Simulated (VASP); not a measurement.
Wanted: the native input for a VASP 6.6.1 run.

```yaml
Task: single point
Functional: PBE
Potentials_or_basis: VASP PAW PBE potentials, release 64 (As)
Cutoff: 520 eV
k_mesh: 16 × 16 × 16
Occupations: fermi-dirac, width 0.1 eV
Spin: no spin polarisation
Dipole_correction: no
Further_INCAR_settings: ALGO = Normal; EDIFF = 1e-06; NBANDS = 12
```

The structure of As lies in POSCAR:

```
As
1.0
    1.8241998634      1.0532022822      3.4576431359
   -1.8241998634      1.0532022822      3.4576431359
    0.0000000000     -2.1064045644      3.4576431359
As
2
Direct
    0.7737100447      0.7737100447      0.7737100447
    0.2262899553      0.2262899553      0.2262899553
```

The input as run:

INCAR

```
SYSTEM = As
PREC = Accurate ; ENCUT = 520
EDIFF = 1E-6 ; ISMEAR = -1
SIGMA = 0.1 ; LREAL = .FALSE.
LASPH = .TRUE. ; NELM = 100
ALGO = Normal ; ISIF = 2
LWAVE = .FALSE. ; LCHARG = .TRUE.
GGA = PE ; LELF = .TRUE.
LVHAR = .TRUE. ; NBANDS = 12
```

KPOINTS

```
regular mesh
0
G
  16 16 16
  0 0 0
```

Potentials or basis: VASP PAW PBE potentials, release 64 (As).

Launch:

```console
$ cat potpaw_PBE.64/As/POTCAR > POTCAR
$ mpirun -np 1 vasp_std > vasp.out
```

Results of the run:

```json
{"Pressure": "11.9 GPa", "Largest force": "1.048 eV/Å", "Band gap on the k mesh": "zero (bands 5 and 6 overlap by 0.75 eV)"}
```

Caveat: the cell stands under pressure; forces of over 1 eV/Å act on the atoms, so gaps and moduli don't describe the material at rest.

Wall time 2.2 min on 1 thread of Intel(R) Xeon(R) Platinum 8259CL CPU @ 2.50GHz (Skylake/Cascade Lake) (shared host), peak memory 0.3 GiB.
